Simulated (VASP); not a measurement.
# GaP (I-4m2) in VASP: further runs

The runs below take GaP through single point, relaxation of the atoms, with PBE.

Everything below comes from runs of VASP 6.6.1. Logs are shortened: lines on timing, memory, paths and dates and some standing lists are left out, and cuts for length are marked.

## (1) The cell of the first run

It takes space group I-4m2 (No. 119, tetragonal). The conventional cell has a = 3.932 Å, b = 3.932 Å, c = 5.460 Å, α = 90.00°, β = 90.00°, γ = 90.00°. Within 3.2 Å of Ga (site symmetry -4m2) lie 4 P at 2.39 Å. Within 3.2 Å of P (site symmetry -4m2) lie 4 Ga at 2.39 Å.

## (2) Single point, PBE (strained cell)

Input file INCAR:

```
PREC = Accurate
ENCUT = 500
EDIFF = 1E-6
ISMEAR = 0
SIGMA = 0.02
LREAL = False
LASPH = True
NELM = 120
ALGO = Normal
ISIF = 2
LWAVE = False
LCHARG = True
GGA = PE
LELF = True
LVHAR = True
NBANDS = 16
GGA_COMPAT = False
```

Input file KPOINTS:

```
regular mesh
0
Gamma
  8 8 8
```

Input file POSCAR:

```
GaP
1.0
    0.0000000000      2.7805117468      2.7299152550
    2.7805117468      0.0000000000      2.7299152550
    2.7805117468      2.7805117468      0.0000000000
Ga P
1 1
Direct
    0.0000000000      0.0000000000      0.0000000000
    0.2500000000      0.2500000000      0.2500000000
```

Potentials or basis: VASP PAW PBE potentials, release 64 (Ga_d, P).

The run is started by

```console
$ cat potpaw_PBE.64/Ga_d/POTCAR potpaw_PBE.64/P/POTCAR > POTCAR
$ mpirun -np 1 vasp_std > vasp.out
```

OUTCAR:

```text
PREC = Accurate
   ENCUT = 500
   EDIFF = 1E-6
   ISMEAR = 0
   LREAL = False
   LASPH = True
   NELM = 120
   ISIF = 2
   GGA = PE

 ion  position               nearest neighbor table
   1  0.000  0.000  0.000-   2 2.39   2 2.39   2 2.39   2 2.39
   2  0.250  0.250  0.250-   1 2.39   1 2.39   1 2.39   1 2.39

  LATTYP: Found a body centered tetragonal cell.
 ALAT       =     3.9322374227
 C/A-ratio  =     1.3884793625

  Lattice vectors:

 A1 = (   0.0000000000,  -2.7805117468,  -2.7299152550)
 A2 = (   0.0000000000,   2.7805117468,  -2.7299152550)
 A3 = (   2.7805117468,   0.0000000000,   2.7299152550)

Analysis of symmetry for initial positions (statically):
=====================================================================
 Subroutine PRICEL returns:
 Original cell was already a primitive cell.

 Routine SETGRP: Setting up the symmetry group for a
 body centered tetragonal supercell.

 Subroutine GETGRP returns: Found  8 space group operations
 (whereof  8 operations were pure point group operations)
 out of a pool of 16 trial point group operations.

The static configuration has the point symmetry D_2d.

Analysis of symmetry for dynamics (positions and initial velocities):
=====================================================================
 Subroutine PRICEL returns:
 Original cell was already a primitive cell.

 Routine SETGRP: Setting up the symmetry group for a
 body centered tetragonal supercell.

 Subroutine GETGRP returns: Found  8 space group operations
 (whereof  8 operations were pure point group operations)
 out of a pool of 16 trial point group operations.

The dynamic configuration has the point symmetry D_2d.

 Subroutine INISYM returns: Found  8 space group operations
 (whereof  8 operations are pure point group operations),
 and found     1 'primitive' translations

----------------------------------------------------------------------------------------

                                     Primitive cell

  volume of cell :      42.2113

  direct lattice vectors                    reciprocal lattice vectors
     0.000000000  2.780511747  2.729915255    -0.179823013  0.179823013  0.183155869
     2.780511747  0.000000000  2.729915255     0.179823013 -0.179823013  0.183155869
     2.780511747  2.780511747  0.000000000     0.179823013  0.179823013 -0.183155869

  length of vectors
     3.896624549  3.896624549  3.932237423     0.313398635  0.313398635  0.313398635

  position of ions in fractional coordinates (direct lattice)
[... 78 lines left out ...]
   NELM   =    120;   NELMIN=  2; NELMDL= -5     # of ELM steps
   EDIFF  = 0.1E-05   stopping-criterion for ELM
   LREAL  =      F    real-space projection
   EDIFFG = 0.1E-04   stopping-criterion for IOM
   NSW    =      0    number of steps for IOM
   IBRION =     -1    ionic relax: 0-MD 1-quasi-New 2-CG
   NFREE  =      0    steps in history (QN), initial steepest desc. (CG)
   ISIF   =      2    stress and relaxation
   ISYM   =      2    0-nonsym 1-usesym 2-fastsym
   POTIM  = 0.5000    time-step for ionic-motion
   TEBEG  =    0.0;   TEEND  =   0.0 temperature during run
   PSTRESS=    0.0 pullay stress
   NELECT =      18.0000    total number of electrons
   NUPDOWN=      -1.0000    fix difference up-down
   EMIN   =  10.00;   EMAX   =-10.00  energy-range for DOS
   EFERMI =   0.00;   METHOD = LEGACY
   ISMEAR =     0;   SIGMA  =   0.02  broadening in eV -4-tet -1-fermi 0-gaus
   EFERMI_NEDOS =   21; number of points for ismear=-14 and -15
   IALGO  =     38    algorithm
   IMIX   =      4    mixing-type and parameters
     AMIX     =   0.40;   BMIX     =  1.00
     AMIX_MAG =   1.60;   BMIX_MAG =  1.00
  volume/ion in A,a.u.               =      21.11       142.43
  Fermi-wavevector in a.u.,A,eV,Ry     =   1.232223  2.328565 20.658740  1.518375
  Thomas-Fermi vector in A             =   2.367002
   LORBIT       =      0    0 simple, 1 ext, 2 COOP (PROOUT), +10 PAW based schemes
   GGA     = PE    functional components
   LHFCALC =     F    Hartree Fock is set to
   AEXX    =    0.0000 exact exchange contribution
   IVDW    =     0    specifies the selected vdW correction
   LEPSILON=     F    determine dielectric tensor
   LRPA    =     F    only Hartree local field effects (RPA)
 non-spin polarized calculation
 Gauss-broadening in eV      SIGMA  =   0.02
  energy-cutoff  :      500.00
  volume of cell :       42.21
 maximum number of plane-waves:      1088
   NGX = 15   NGY = 15   NGZ = 15

 number of electron      18.0000005 magnetization

 Free energy of the ion-electron system (eV)
  ---------------------------------------------------
  ext. energy  EPLUGINS =         0.00000000
  ---------------------------------------------------
  free energy    TOTEN  =        -9.12206672 eV

  energy without entropy =       -9.12206672  energy(sigma->0) =       -9.12206672

 E-fermi :   4.4756     XC(G=0):  -9.6440

 val. band max:        4.2990770076   @ k =   0.0000   0.0000   0.0000
 cond. band min:       5.7144434657   @ k =   0.0000   0.0000   0.0000
 fundamental gap:      1.4153664582
 Fermi energy:         4.4755912824

 k-point     1 :       0.0000    0.0000    0.0000
  band No.  band energies     occupation
      1     -10.2542      2.00000
      2     -10.2542      2.00000
      3     -10.2487      2.00000
      4     -10.1667      2.00000
      5     -10.1633      2.00000
      6      -7.9496      2.00000
[... 433 lines left out ...]
      3     -10.2265      2.00000
      4     -10.1685      2.00000
      5     -10.1580      2.00000
      6      -6.5760      2.00000
[... 8 lines left out ...]
     15      14.8559      0.00000
     16      15.0730      0.00000

 [... further k-points ...]

------------------------ aborting loop because EDIFF is reached ----------------------------------------

  FORCE on cell =-STRESS in cart. coord.  units (eV):
  Direction    XX          YY          ZZ          XY          YZ          ZX
  --------------------------------------------------------------------------------------
  -------------------------------------------------------------------------------------
  Total       -0.3590026     -0.3590026     -0.0181204      0.0000000      0.0000000      0.0000000
  in kB      -13.6263517    -13.6263517     -0.6877787      0.0000000      0.0000000      0.0000000
  external PRESSURE =      -9.3134941 kB  Pullay stress =       0.0000000 kB

 VOLUME and BASIS-vectors are now :
 -----------------------------------------------------------------------------
  energy-cutoff  :      500.00
  volume of cell :       42.21
      direct lattice vectors                 reciprocal lattice vectors
     0.000000000  2.780511747  2.729915255    -0.179823013  0.179823013  0.183155869
     2.780511747  0.000000000  2.729915255     0.179823013 -0.179823013  0.183155869
     2.780511747  2.780511747  0.000000000     0.179823013  0.179823013 -0.183155869

 POSITION                                       TOTAL-FORCE (eV/Angst)
 -----------------------------------------------------------------------------------
      0.00000      0.00000      0.00000         0.000000      0.000000     -0.000000
      1.39026      1.39026      1.36496        -0.000000     -0.000000      0.000000
 -----------------------------------------------------------------------------------
    total drift:                                0.000002      0.000002      0.000001

  FREE ENERGIE OF THE ION-ELECTRON SYSTEM (eV)
  ---------------------------------------------------
  free  energy   TOTEN  =        -9.1220667210 eV

  energy  without entropy=       -9.1220667210  energy(sigma->0) =       -9.12206672
```

Wall time 63 s (1 thread of Intel Xeon 8259CL, shared host); peak memory 0.18 GiB.

What came out:

| Item | Value |
| --- | --- |
| Free energy | -9.1221 eV |
| Pressure | -0.9 GPa |
| Band gap on the k mesh | 1.42 eV |

Levels at points of the mesh, in eV from the valence-band top:
```csv
k point,band 7,band 8,band 9,band 10,band 11,band 12
"(0.00, 0.00, 0.00)",-0.10,-0.10,0.00,1.42,3.81,3.85
"(0.50, 0.00, 0.00)",-6.46,-1.19,-1.05,1.47,4.60,4.74
"(0.50, 0.50, 0.00)",-6.55,-2.68,-2.68,1.60,1.68,10.21
"(0.50, 0.00, 0.50)",-6.66,-2.57,-2.56,1.72,1.85,10.19
```

Caveat: the cell differs from its parent crystal (strained cell). A k mesh can miss the band edges.

## (3) Single point, PBE

Input file INCAR:

```
PREC = Accurate
ENCUT = 500
EDIFF = 1E-6
ISMEAR = 0
SIGMA = 0.01
LREAL = F
LASPH = T
NELM = 120
ALGO = Normal
ISIF = 2
LWAVE = F
LCHARG = T
GGA = PE
LELF = T
LVHAR = T
NBANDS = 16
GGA_COMPAT = F
```

KPOINTS is that of step 2.

POSCAR is that of step 2.

Potentials or basis: VASP PAW PBE potentials, release 64 (Ga_d, P).

The run is started by

```console
$ cat potpaw_PBE.64/Ga_d/POTCAR potpaw_PBE.64/P/POTCAR > POTCAR
$ mpirun -np 1 vasp_std > vasp.out
```

OUTCAR:

```text
PREC = Accurate
   ENCUT = 500
   EDIFF = 1E-6
   ISMEAR = 0
   LREAL = F
   LASPH = T
   NELM = 120
   ISIF = 2
   GGA = PE

 ion  position               nearest neighbor table
   1  0.000  0.000  0.000-   2 2.39   2 2.39   2 2.39   2 2.39
   2  0.250  0.250  0.250-   1 2.39   1 2.39   1 2.39   1 2.39

  LATTYP: Found a body centered tetragonal cell.
 ALAT       =     3.9322374227
 C/A-ratio  =     1.3884793625

  Lattice vectors:

 A1 = (   0.0000000000,  -2.7805117468,  -2.7299152550)
 A2 = (   0.0000000000,   2.7805117468,  -2.7299152550)
 A3 = (   2.7805117468,   0.0000000000,   2.7299152550)

Analysis of symmetry for initial positions (statically):
=====================================================================
 Subroutine PRICEL returns:
 Original cell was already a primitive cell.

 Routine SETGRP: Setting up the symmetry group for a
 body centered tetragonal supercell.

 Subroutine GETGRP returns: Found  8 space group operations
 (whereof  8 operations were pure point group operations)
 out of a pool of 16 trial point group operations.

The static configuration has the point symmetry D_2d.

Analysis of symmetry for dynamics (positions and initial velocities):
=====================================================================
 Subroutine PRICEL returns:
 Original cell was already a primitive cell.

 Routine SETGRP: Setting up the symmetry group for a
 body centered tetragonal supercell.

 Subroutine GETGRP returns: Found  8 space group operations
 (whereof  8 operations were pure point group operations)
 out of a pool of 16 trial point group operations.

The dynamic configuration has the point symmetry D_2d.

 Subroutine INISYM returns: Found  8 space group operations
 (whereof  8 operations are pure point group operations),
 and found     1 'primitive' translations

----------------------------------------------------------------------------------------

                                     Primitive cell

  volume of cell :      42.2113

  direct lattice vectors                    reciprocal lattice vectors
     0.000000000  2.780511747  2.729915255    -0.179823013  0.179823013  0.183155869
     2.780511747  0.000000000  2.729915255     0.179823013 -0.179823013  0.183155869
     2.780511747  2.780511747  0.000000000     0.179823013  0.179823013 -0.183155869

  length of vectors
     3.896624549  3.896624549  3.932237423     0.313398635  0.313398635  0.313398635

  position of ions in fractional coordinates (direct lattice)
     0.000000000  0.000000000  0.000000000
     0.250000000  0.250000000  0.250000000

  ion indices of the primitive-cell ions
   primitive index   ion index
                 1           1
                 2           2

----------------------------------------------------------------------------------------

 KPOINTS: regular mesh

Automatic generation of k-mesh.
 Grid dimensions read from file:
 generate k-points for:    8    8    8

 Generating k-lattice:

  Cartesian coordinates                     Fractional coordinates (reciprocal lattice)
    -0.022477877  0.022477877  0.022894484     0.125000000 -0.000000000  0.000000000
     0.022477877 -0.022477877  0.022894484    -0.000000000  0.125000000  0.000000000
     0.022477877  0.022477877 -0.022894484     0.000000000  0.000000000  0.125000000

  Length of vectors
     0.039174829  0.039174829  0.039174829

  Shift w.r.t. Gamma in fractional coordinates (k-lattice)
     0.000000000  0.000000000  0.000000000

 Subroutine IBZKPT returns following result:
 ===========================================

 Found     59 irreducible k-points:

 Following reciprocal coordinates:
            Coordinates               Weight
  0.000000  0.000000  0.000000      1.000000
  0.125000  0.000000  0.000000      8.000000
  0.250000  0.000000  0.000000      8.000000
  0.375000  0.000000  0.000000      8.000000
  0.500000  0.000000  0.000000      4.000000
  0.125000  0.125000  0.000000      2.000000
[... 16 lines left out ...]
  0.250000  0.000000  0.125000     16.000000
  0.375000 -0.000000  0.125000     16.000000
 [... further k-points ...]
   k-points           NKPTS =     59   k-points in BZ     NKDIM =     59   number of bands    NBANDS=     16
   number of dos      NEDOS =    301   number of ions     NIONS =      2
   total plane-waves  NPLWV =  23520
   dimension x,y,z NGX =    28 NGY =   28 NGZ =   30
   dimension x,y,z NGXF=    56 NGYF=   56 NGZF=   60
   ions per type =               1   1
   NGX,Y,Z   is equivalent  to a cutoff of  11.95, 11.95, 12.68 a.u.
   NGXF,Y,Z  is equivalent  to a cutoff of  23.89, 23.89, 25.37 a.u.
 SYSTEM =  unknown system
   PREC   = accura    normal or accurate (medium, high low for compatibility)
   ISTART =      0    job   : 0-new  1-cont  2-samecut
   ICHARG =      2    charge: 1-file 2-atom 10-const
   ISPIN  =      1    spin polarized calculation?
   LNONCOLLINEAR =      F non collinear calculations
   LSORBIT =      F    spin-orbit coupling
   LASPH  =      T    aspherical Exc in radial PAW
   ENCUT  =  500.0 eV  36.75 Ry    6.06 a.u.   7.10  7.10  7.17*2*pi/ulx,y,z
   NELM   =    120;   NELMIN=  2; NELMDL= -5     # of ELM steps
   EDIFF  = 0.1E-05   stopping-criterion for ELM
   LREAL  =      F    real-space projection
   EDIFFG = 0.1E-04   stopping-criterion for IOM
   NSW    =      0    number of steps for IOM
   IBRION =     -1    ionic relax: 0-MD 1-quasi-New 2-CG
   NFREE  =      0    steps in history (QN), initial steepest desc. (CG)
   ISIF   =      2    stress and relaxation
   ISYM   =      2    0-nonsym 1-usesym 2-fastsym
   POTIM  = 0.5000    time-step for ionic-motion
   TEBEG  =    0.0;   TEEND  =   0.0 temperature during run
   PSTRESS=    0.0 pullay stress
   NELECT =      18.0000    total number of electrons
   NUPDOWN=      -1.0000    fix difference up-down
   EMIN   =  10.00;   EMAX   =-10.00  energy-range for DOS
   EFERMI =   0.00;   METHOD = LEGACY
   ISMEAR =     0;   SIGMA  =   0.01  broadening in eV -4-tet -1-fermi 0-gaus
   EFERMI_NEDOS =   21; number of points for ismear=-14 and -15
   IALGO  =     38    algorithm
   IMIX   =      4    mixing-type and parameters
     AMIX     =   0.40;   BMIX     =  1.00
     AMIX_MAG =   1.60;   BMIX_MAG =  1.00
  volume/ion in A,a.u.               =      21.11       142.43
  Fermi-wavevector in a.u.,A,eV,Ry     =   1.232223  2.328565 20.658740  1.518375
  Thomas-Fermi vector in A             =   2.367002
   LORBIT       =      0    0 simple, 1 ext, 2 COOP (PROOUT), +10 PAW based schemes
   GGA     = PE    functional components
   LHFCALC =     F    Hartree Fock is set to
   AEXX    =    0.0000 exact exchange contribution
   IVDW    =     0    specifies the selected vdW correction
   LEPSILON=     F    determine dielectric tensor
   LRPA    =     F    only Hartree local field effects (RPA)
 non-spin polarized calculation
 Gauss-broadening in eV      SIGMA  =   0.01
  energy-cutoff  :      500.00
  volume of cell :       42.21
 maximum number of plane-waves:      1088
   NGX = 15   NGY = 15   NGZ = 15

 number of electron      18.0000005 magnetization

 Free energy of the ion-electron system (eV)
  ---------------------------------------------------
  ext. energy  EPLUGINS =         0.00000000
  ---------------------------------------------------
  free energy    TOTEN  =        -9.12206672 eV

  energy without entropy =       -9.12206672  energy(sigma->0) =       -9.12206672

 E-fermi :   4.3752     XC(G=0):  -9.6440

 val. band max:        4.2990770076   @ k =   0.0000   0.0000   0.0000
 cond. band min:       5.7144434657   @ k =   0.0000   0.0000   0.0000
 fundamental gap:      1.4153664581
 Fermi energy:         4.3751540834

 k-point     1 :       0.0000    0.0000    0.0000
  band No.  band energies     occupation
      1     -10.2542      2.00000
      2     -10.2542      2.00000
      3     -10.2487      2.00000
      4     -10.1667      2.00000
      5     -10.1633      2.00000
      6      -7.9496      2.00000
[... 8 lines left out ...]
     15      13.8031      0.00000
     16      14.1186      0.00000
[... 419 lines left out ...]
 k-point    24 :       0.3750   -0.0000    0.1250
  band No.  band energies     occupation
      1     -10.3116      2.00000
      2     -10.2318      2.00000
      3     -10.2265      2.00000
      4     -10.1685      2.00000
      5     -10.1580      2.00000
      6      -6.5760      2.00000
[... 8 lines left out ...]
     15      14.8559      0.00000
     16      15.0730      0.00000

 [... further k-points ...]

------------------------ aborting loop because EDIFF is reached ----------------------------------------

  FORCE on cell =-STRESS in cart. coord.  units (eV):
  Direction    XX          YY          ZZ          XY          YZ          ZX
  --------------------------------------------------------------------------------------
  -------------------------------------------------------------------------------------
  Total       -0.3590026     -0.3590026     -0.0181204      0.0000000      0.0000000      0.0000000
  in kB      -13.6263511    -13.6263511     -0.6877789      0.0000000      0.0000000      0.0000000
  external PRESSURE =      -9.3134937 kB  Pullay stress =       0.0000000 kB

 VOLUME and BASIS-vectors are now :
 -----------------------------------------------------------------------------
  energy-cutoff  :      500.00
  volume of cell :       42.21
      direct lattice vectors                 reciprocal lattice vectors
     0.000000000  2.780511747  2.729915255    -0.179823013  0.179823013  0.183155869
     2.780511747  0.000000000  2.729915255     0.179823013 -0.179823013  0.183155869
     2.780511747  2.780511747  0.000000000     0.179823013  0.179823013 -0.183155869

 POSITION                                       TOTAL-FORCE (eV/Angst)
 -----------------------------------------------------------------------------------
      0.00000      0.00000      0.00000         0.000000      0.000000      0.000000
      1.39026      1.39026      1.36496        -0.000000     -0.000000     -0.000000
 -----------------------------------------------------------------------------------
    total drift:                                0.000002      0.000002      0.000001

  FREE ENERGIE OF THE ION-ELECTRON SYSTEM (eV)
  ---------------------------------------------------
  free  energy   TOTEN  =        -9.1220667210 eV

  energy  without entropy=       -9.1220667210  energy(sigma->0) =       -9.12206672
```

stdout:

```text
POSCAR found type information on POSCAR GaP
 POSCAR found :  2 types and       2 ions
 scaLAPACK will be used
 LDA part: xc-table for (Slater+PW92), standard interpolation
 POSCAR, INCAR and KPOINTS ok, starting setup
 FFT: planning ... GRIDC
 FFT: planning ... GRID_SOFT
 FFT: planning ... GRID
 WAVECAR not read
 entering main loop
```

It took 58 s on 1 thread of Intel Xeon 8259CL, shared host; peak memory 0.18 GiB.

What came out:

```yaml
Free_energy: -9.1221 eV
Pressure: -0.9 GPa
Band_gap_on_the_k_mesh: 1.42 eV
```

A k mesh can miss the band edges.

(Continued in part 2 of 2.)
